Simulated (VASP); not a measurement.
## Mo: single point with PBE

Crystal: Mo.

```
Mo
1.0
     5.63339    0.00000    0.00000
     0.00000    5.63339    0.00000
     0.00000    0.00000    2.89837
Mo
5
Direct
  0.27532 0.27532 0.50000
  0.27532 0.72468 0.50000
  0.72468 0.27532 0.50000
  0.72468 0.72468 0.50000
  0.00000 0.00000 0.00000
```

```
Program                : VASP 6.6.1
Task                   : single point
Functional             : PBE
Potentials or basis    : VASP PAW PBE potentials, release 64 (Mo_sv)
Cutoff                 : 520 eV
k mesh                 : 8 × 8 × 14
Occupations            : gaussian, width 0.1 eV
Spin                   : no spin polarisation
Dipole correction      : no
Further INCAR settings : ALGO = Normal; EDIFF = 1e-06; NBANDS = 43
```

The pressure is 0.4 GPa, the largest force is 0.005 eV/Å and the band gap on the k mesh is zero (band 35 reaches 10.80 eV, above the bottom of band 36 at 9.15 eV).

Forces in eV/Å, atoms in the order of the input:
```
Mo  -0.003 -0.003  0.000
Mo  -0.003  0.003  0.000
Mo   0.003 -0.003  0.000
Mo   0.003  0.003  0.000
Mo   0.000  0.000  0.000
```

Stress tensor (GPa, compression positive):
```
0.48 0.00 0.00
0.00 0.48 0.00
0.00 0.00 0.36
```

Levels at points of the mesh, in eV from the Fermi level:
```tsv
k point	band 33	band 34	band 35	band 36	band 37	band 38
(0.00, 0.00, 0.00)	-0.53	-0.18	0.13	0.37	0.37	0.62
(0.50, 0.00, 0.00)	-0.70	-0.20	-0.11	0.41	0.61	0.82
(0.50, 0.50, 0.00)	-0.85	-0.85	-0.59	0.27	0.27	0.29
(0.00, 0.00, 0.50)	-0.52	0.58	0.58	1.12	1.52	2.84
(0.50, 0.00, 0.50)	-0.57	-0.25	-0.12	0.65	0.80	1.15
(0.50, 0.50, 0.50)	-0.63	-0.63	-0.56	-0.32	-0.11	-0.11
```

Run time: 4.2 min on 1 thread of Intel(R) Xeon(R) Platinum 8488C (Sapphire Rapids) (shared host), peak memory 0.41 GiB.
